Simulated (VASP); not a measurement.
Crystal: CdH2.

```
Cd H
1.0
     0.00000    2.93756    2.93756
     2.93756    0.00000    2.93756
     2.93756    2.93756    0.00000
Cd H
1 2
Direct
  0.00000 0.00000 0.00000
  0.25000 0.25000 0.25000
  0.75000 0.75000 0.75000
```

This cell differs from its parent crystal: atoms taken out.

```yaml
Program: VASP 6.6.1
Task: relaxation of cell and atoms
Functional: PBE
Potentials_or_basis: VASP PAW PBE potentials, release 64 (Cd, H)
Cutoff: 600 eV
k_mesh: 6 × 6 × 6
Occupations: gaussian, width 0.1 eV
Spin: no spin polarisation
```

At the start: pressure -10.2 GPa; volume 16.90 Å³/atom.

Question: How do energy, volume and symmetry change on relaxing?

Answer: Over 6 steps the energy falls by 264.0 meV/atom and the volume is 11.10 Å³/atom (-34.3 %); space group Fm-3m (No. 225, to 0.1 Å) before and after.

The path:
```csv
step,energy change (eV),largest force (eV/Å),pressure (GPa),volume (Å³)
1,0.0000,0.0000,-10.20,50.70
2,-0.4545,0.0000,-8.83,43.20
3,-0.7561,0.0000,-3.88,36.11
4,-0.0401,0.0000,35.82,24.35
5,-0.7874,0.0000,-1.52,34.30
6,-0.7920,0.0000,0.07,33.31
```

Final structure:
```
Cd H
1.0
     0.00000    2.55372    2.55372
     2.55372    0.00000    2.55372
     2.55372    2.55372    0.00000
Cd H
1 2
Direct
  0.00000 0.00000 0.00000
  0.25000 0.25000 0.25000
  0.75000 0.75000 0.75000
```

Caveat: the cell differs from its parent crystal (atoms taken out); the volume moved by over 15 % at a fixed basis, so the end points are rough.
